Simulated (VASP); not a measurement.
# Mo in VASP: single point with PBE

Aim: the single point of Mo with PBE.

All numbers are computed with VASP 6.6.1; they aren't measurements. Logs are shortened: lines on timing, memory, paths and dates and some standing lists are left out, and cuts for length are marked.

### 1 The cell of the first run

The cell holds a slab with vacuum, 4 atoms: a = 3.217 Å, b = 3.217 Å, c = 25.220 Å, α = 90.00°, β = 90.00°, γ = 90.00°.

### 2 Single point, PBE

Contents of INCAR:

```
SYSTEM = Mo
PREC = Accurate
ENCUT = 400
EDIFF = 1E-6
ISMEAR = 1
SIGMA = 0.1
LREAL = .False.
LASPH = .True.
NELM = 120
ALGO = Normal
ISIF = 2
LWAVE = .False.
LCHARG = .False.
LDIPOL = .True.
IDIPOL = 3
DIPOL = 0.5 0.5 0.652
GGA = PE
NBANDS = 36
GGA_COMPAT = .False.
NELMDL = -8
```

Contents of KPOINTS:

```
regular mesh
0
Gamma
  10 10 1
  0 0 0
```

Contents of POSCAR:

```
Mo
1.0
    3.2165956306      0.0000000000      0.0000000000
    0.0000000000      3.2165956306      0.0000000000
    0.0000000000      0.0000000000     25.2202485355
Mo
4
Direct
    0.0000000000      0.5000000000      0.5634383492
    0.5000000000      0.0000000000      0.6205162532
    0.0000000000      0.5000000000      0.6862324388
    0.5000000000      0.0000000000      0.7390158483
```

Potentials or basis: VASP PAW PBE potentials, release 64 (Mo_sv).

Launch:

```bash
$ cat potpaw_PBE.64/Mo_sv/POTCAR > POTCAR
$ mpirun -np 1 vasp_std > vasp.out
```

OUTCAR:

```text
SYSTEM = Mo
   PREC = Accurate
   ENCUT = 400
   EDIFF = 1E-6
   ISMEAR = 1
   LREAL = .False.
   LASPH = .True.
   NELM = 120
   ISIF = 2
   GGA = PE
   NELMDL = -8

 ion  position               nearest neighbor table
   1  0.000  0.500  0.563-   2 2.69   2 2.69   2 2.69   2 2.69   3 3.10
   2  0.500  0.000  0.621-   1 2.69   1 2.69   1 2.69   1 2.69   3 2.81   3 2.81   3 2.81   3 2.81
                             4 2.99
   3  0.000  0.500  0.686-   4 2.64   4 2.64   4 2.64   4 2.64   2 2.81   2 2.81   2 2.81   2 2.81
                             1 3.10
   4  0.500  0.000  0.739-   3 2.64   3 2.64   3 2.64   3 2.64   2 2.99

  LATTYP: Found a simple tetragonal cell.
 ALAT       =     3.2165956306
 C/A-ratio  =     7.8406649240

  Lattice vectors:

 A1 = (   3.2165956306,   0.0000000000,   0.0000000000)
 A2 = (   0.0000000000,   3.2165956306,   0.0000000000)
 A3 = (   0.0000000000,   0.0000000000,  25.2202485355)

Analysis of symmetry for initial positions (statically):
=====================================================================
 Subroutine PRICEL returns:
 Original cell was already a primitive cell.

 Routine SETGRP: Setting up the symmetry group for a
 simple tetragonal supercell.

 Subroutine GETGRP returns: Found  8 space group operations
 (whereof  4 operations were pure point group operations)
 out of a pool of 16 trial point group operations.

The static configuration has the point symmetry C_2v.
 The point group associated with its full space group is C_4v.

Analysis of symmetry for dynamics (positions and initial velocities):
=====================================================================
 Subroutine PRICEL returns:
 Original cell was already a primitive cell.

 Routine SETGRP: Setting up the symmetry group for a
 simple tetragonal supercell.

 Subroutine GETGRP returns: Found  8 space group operations
 (whereof  4 operations were pure point group operations)
 out of a pool of 16 trial point group operations.

The dynamic configuration has the point symmetry C_2v.
 The point group associated with its full space group is C_4v.

 Subroutine INISYM returns: Found  8 space group operations
 (whereof  4 operations are pure point group operations),
 and found     1 'primitive' translations

----------------------------------------------------------------------------------------

                                     Primitive cell

  volume of cell :     260.9410

  direct lattice vectors                    reciprocal lattice vectors
     3.216595631  0.000000000  0.000000000     0.310887695  0.000000000  0.000000000
     0.000000000  3.216595631  0.000000000     0.000000000  0.310887695  0.000000000
     0.000000000  0.000000000 25.220248536     0.000000000  0.000000000  0.039650680

  length of vectors
     3.216595631  3.216595631 25.220248536     0.310887695  0.310887695  0.039650680

  position of ions in fractional coordinates (direct lattice)
     0.000000000  0.500000000  0.563438349
     0.500000000  0.000000000  0.620516253
     0.000000000  0.500000000  0.686232439
     0.500000000  0.000000000  0.739015848

  ion indices of the primitive-cell ions
   primitive index   ion index
                 1           1
                 2           2
                 3           3
                 4           4

----------------------------------------------------------------------------------------

 KPOINTS: regular mesh

Automatic generation of k-mesh.
 Grid dimensions read from file:
 generate k-points for:   10   10    1

 Generating k-lattice:

  Cartesian coordinates                     Fractional coordinates (reciprocal lattice)
     0.031088769  0.000000000  0.000000000     0.100000000  0.000000000  0.000000000
     0.000000000  0.031088769  0.000000000     0.000000000  0.100000000  0.000000000
     0.000000000  0.000000000  0.039650680     0.000000000  0.000000000  1.000000000

  Length of vectors
     0.031088769  0.031088769  0.039650680

  Shift w.r.t. Gamma in fractional coordinates (k-lattice)
     0.000000000  0.000000000  0.000000000

 Subroutine IBZKPT returns following result:
 ===========================================

 Found     21 irreducible k-points:

 Following reciprocal coordinates:
            Coordinates               Weight
  0.000000  0.000000  0.000000      1.000000
  0.100000  0.000000  0.000000      4.000000
  0.200000  0.000000  0.000000      4.000000
  0.300000  0.000000  0.000000      4.000000
  0.400000  0.000000  0.000000      4.000000
  0.500000  0.000000  0.000000      2.000000
[... 13 lines left out ...]
  0.500000  0.400000  0.000000      4.000000
  0.500000  0.500000  0.000000      1.000000
   k-points           NKPTS =     21   k-points in BZ     NKDIM =     21   number of bands    NBANDS=     36
   number of dos      NEDOS =    301   number of ions     NIONS =      4
   total plane-waves  NPLWV =  96768
   dimension x,y,z NGX =    24 NGY =   24 NGZ =  168
   dimension x,y,z NGXF=    48 NGYF=   48 NGZF=  336
   ions per type =               4
   NGX,Y,Z   is equivalent  to a cutoff of  12.40, 12.40, 11.07 a.u.
   NGXF,Y,Z  is equivalent  to a cutoff of  24.81, 24.81, 22.15 a.u.
 SYSTEM =  Mo
   PREC   = accura    normal or accurate (medium, high low for compatibility)
   ISTART =      0    job   : 0-new  1-cont  2-samecut
   ICHARG =      2    charge: 1-file 2-atom 10-const
   ISPIN  =      1    spin polarized calculation?
   LNONCOLLINEAR =      F non collinear calculations
   LSORBIT =      F    spin-orbit coupling
   LASPH  =      T    aspherical Exc in radial PAW
   ENCUT  =  400.0 eV  29.40 Ry    5.42 a.u.   5.25  5.25 41.13*2*pi/ulx,y,z
   NELM   =    120;   NELMIN=  2; NELMDL= -8     # of ELM steps
   EDIFF  = 0.1E-05   stopping-criterion for ELM
   LREAL  =      F    real-space projection
   EDIFFG = 0.1E-04   stopping-criterion for IOM
   NSW    =      0    number of steps for IOM
   IBRION =     -1    ionic relax: 0-MD 1-quasi-New 2-CG
   NFREE  =      0    steps in history (QN), initial steepest desc. (CG)
   ISIF   =      2    stress and relaxation
   ISYM   =      2    0-nonsym 1-usesym 2-fastsym
   POTIM  = 0.5000    time-step for ionic-motion
   TEBEG  =    0.0;   TEEND  =   0.0 temperature during run
   PSTRESS=    0.0 pullay stress
   NELECT =      56.0000    total number of electrons
   NUPDOWN=      -1.0000    fix difference up-down
   EMIN   =  10.00;   EMAX   =-10.00  energy-range for DOS
   EFERMI =   0.00;   METHOD = LEGACY
   ISMEAR =     1;   SIGMA  =   0.10  broadening in eV -4-tet -1-fermi 0-gaus
   EFERMI_NEDOS =   21; number of points for ismear=-14 and -15
   IALGO  =     38    algorithm
   IMIX   =      4    mixing-type and parameters
     AMIX     =   0.40;   BMIX     =  1.00
     AMIX_MAG =   1.60;   BMIX_MAG =  1.00
  volume/ion in A,a.u.               =      65.24       440.23
  Fermi-wavevector in a.u.,A,eV,Ry     =   0.980144  1.852204 13.070887  0.960683
  Thomas-Fermi vector in A             =   2.111052
   LORBIT       =      0    0 simple, 1 ext, 2 COOP (PROOUT), +10 PAW based schemes
   GGA     = PE    functional components
   LHFCALC =     F    Hartree Fock is set to
   AEXX    =    0.0000 exact exchange contribution
   IVDW    =     0    specifies the selected vdW correction
   LEPSILON=     F    determine dielectric tensor
   LRPA    =     F    only Hartree local field effects (RPA)
 non-spin polarized calculation
 Methfessel and Paxton  Order N= 1 SIGMA  =   0.10
  energy-cutoff  :      400.00
  volume of cell :      260.94
 maximum number of plane-waves:      4779
 NGX is ok and might be reduce to    24
   NGX = 11   NGY = 11   NGZ = 83

 dipolmoment           0.000000      0.000000     -0.000735 electrons x Angstroem

 number of electron      56.0000007 magnetization

 dipolmoment           0.000000      0.000000      0.004034 electrons x Angstroem

 Free energy of the ion-electron system (eV)
  ---------------------------------------------------
  ext. energy  EPLUGINS =         0.00000000
  ---------------------------------------------------
  free energy    TOTEN  =       -39.54363210 eV

  energy without entropy =      -39.53830027  energy(sigma->0) =      -39.54185482

 E-fermi :   0.1288     XC(G=0):  -4.1484

 val. band max:        0.1199746198   @ k =   0.1000   0.0000   0.0000
 cond. band min:       0.1386731241   @ k =   0.5000   0.1000   0.0000
 fundamental gap:      0.0186985043
 Fermi energy:         0.1287639151

 k-point     1 :       0.0000    0.0000    0.0000
  band No.  band energies     occupation
      1     -60.8000      2.00000
      2     -60.6549      2.00000
      3     -60.3799      2.00000
      4     -60.2693      2.00000
      5     -35.0227      2.00000
      6     -35.0227      2.00000
[... 28 lines left out ...]
     35       2.2974      0.00000
     36       2.8558      0.00000

 k-point     2 :       0.1000    0.0000    0.0000
  band No.  band energies     occupation
      1     -60.7908      2.00000
      2     -60.6506      2.00000
      3     -60.3831      2.00000
      4     -60.2741      2.00000
      5     -35.0776      2.00000
      6     -35.0164      2.00000
[... 28 lines left out ...]
     35       2.1574      0.00000
     36       2.3588      0.00000

 k-point     3 :       0.2000    0.0000    0.0000
  band No.  band energies     occupation
      1     -60.7648      2.00000
      2     -60.6395      2.00000
      3     -60.3923      2.00000
      4     -60.2875      2.00000
      5     -35.1685      2.00000
      6     -35.1144      2.00000
[... 28 lines left out ...]
     35       2.2929      0.00000
     36       2.3269      0.00000
[... 625 lines left out ...]
 k-point    20 :       0.5000    0.4000    0.0000
  band No.  band energies     occupation
      1     -60.6525      2.00000
      2     -60.6128      2.00000
      3     -60.4080      2.00000
      4     -60.3144      2.00000
      5     -35.3539      2.00000
      6     -35.3477      2.00000
[... 28 lines left out ...]
     35       2.7497      0.00000
     36       2.7738      0.00000

 k-point    21 :       0.5000    0.5000    0.0000
  band No.  band energies     occupation
      1     -60.6510      2.00000
      2     -60.6112      2.00000
      3     -60.4065      2.00000
      4     -60.3129      2.00000
      5     -35.3786      2.00000
      6     -35.3786      2.00000
[... 28 lines left out ...]
     35       2.8241      0.00000
     36       2.8537      0.00000

------------------------ aborting loop because EDIFF is reached ----------------------------------------

 vacuum level on the upper side and lower side of the slab       (xc-potential included)         0.027        -0.042

  FORCE on cell =-STRESS in cart. coord.  units (eV):
  Direction    XX          YY          ZZ          XY          YZ          ZX
  --------------------------------------------------------------------------------------
  -------------------------------------------------------------------------------------
  Total       -6.9586551     -6.9586551     -1.9801064      0.0000000      0.0000000      0.0000000
  in kB      -42.7261340    -42.7261340    -12.1578508      0.0000000      0.0000000      0.0000000
  external PRESSURE =     -32.5367063 kB  Pullay stress =       0.0000000 kB

 VOLUME and BASIS-vectors are now :
 -----------------------------------------------------------------------------
  energy-cutoff  :      400.00
  volume of cell :      260.94
      direct lattice vectors                 reciprocal lattice vectors
     3.216595631  0.000000000  0.000000000     0.310887695  0.000000000  0.000000000
     0.000000000  3.216595631  0.000000000     0.000000000  0.310887695  0.000000000
     0.000000000  0.000000000 25.220248536     0.000000000  0.000000000  0.039650680

 POSITION                                       TOTAL-FORCE (eV/Angst)
 -----------------------------------------------------------------------------------
      0.00000      1.60830     14.21006         0.000000      0.000000      1.136683
      1.60830      0.00000     15.64957         0.000000      0.000000     -1.250233
      0.00000      1.60830     17.30695         0.000000      0.000000      0.204771
      1.60830      0.00000     18.63816         0.000000      0.000000     -0.091221
 -----------------------------------------------------------------------------------
    total drift:                                0.000000     -0.000000     -0.000040

  FREE ENERGIE OF THE ION-ELECTRON SYSTEM (eV)
  ---------------------------------------------------
  free  energy   TOTEN  =       -39.5436321019 eV

  energy  without entropy=      -39.5383002682  energy(sigma->0) =      -39.54185482

 vacuum level on the upper side and lower side of the slab         3.955         3.884
```

It took 4.1 min on 1 thread of Intel Xeon Platinum 8488C (Sapphire Rapids), shared host; peak memory 0.35 GiB.

Results:

| Item | Value |
| --- | --- |
| Free energy | -39.5436 eV |
| Largest force | 1.250 eV/Å |
| Band gap on the k mesh | zero (band 28 reaches 1.55 eV, above the bottom of band 29 at -0.08 eV) |

Forces on the atoms (eV/Å):
```
Mo   0.000  0.000  1.137
Mo   0.000  0.000 -1.250
Mo   0.000  0.000  0.205
Mo   0.000  0.000 -0.091
```

Levels at points of the mesh, in eV from the Fermi level:
```
           k point  band 25  band 26  band 27  band 28  band 29  band 30  band 31  band 32
(0.00, 0.00, 0.00)    -0.82    -0.31    -0.31    -0.28    -0.04     0.03     0.16     0.78
(0.50, 0.00, 0.00)    -0.95    -0.89    -0.10    -0.08     0.90     1.18     1.58     1.78
(0.50, 0.50, 0.00)    -1.05    -1.05     1.33     1.42     1.42     1.44     2.05     2.26
```
